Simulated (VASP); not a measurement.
## Na: single point with r2SCAN

The system is Na.

```xyz
1
Lattice="3.3245 0.0000 0.0000 0.0000 3.3245 0.0000 0.0000 0.0000 3.3245" Properties=species:S:1:pos:R:3 pbc="T T T"
Na    0.0000    0.0000    0.0000
```

This isn't the form of Na at room conditions, which is bcc.

```yaml
Program: VASP 6.6.1
Task: single point
Functional: r2SCAN
Potentials_or_basis: VASP PAW PBE potentials, release 64 (Na_pv)
Cutoff: 520 eV
k_mesh: 10 × 10 × 10
Occupations: fermi-dirac, width 0.1 eV
Spin: no spin polarisation
```

The pressure is 0.6 GPa and the band gap on the k mesh is zero (an odd number of electrons rules out a gap without spin polarisation).

Levels at points of the mesh, in eV from the Fermi level:
| k point | band 1 | band 2 | band 3 | band 4 | band 5 | band 6 | band 7 |
| --- | --- | --- | --- | --- | --- | --- | --- |
| (0.00, 0.00, 0.00) | -26.27 | -26.27 | -26.27 | -3.55 | 8.95 | 8.95 | 10.83 |
| (0.50, 0.00, 0.00) | -26.33 | -26.26 | -26.26 | -0.16 | 0.40 | 11.46 | 13.14 |
| (0.50, 0.50, 0.00) | -26.32 | -26.32 | -26.26 | 3.24 | 3.30 | 3.30 | 4.90 |
| (0.50, 0.50, 0.50) | -26.31 | -26.31 | -26.31 | 6.27 | 6.27 | 6.27 | 6.86 |

It took 2.5 min on 1 thread of AMD EPYC 7R13, with other jobs on the host, peak memory 0.13 GiB.

Caveat: the PAW data sets were made with another functional, which shifts forces and pressure a little.
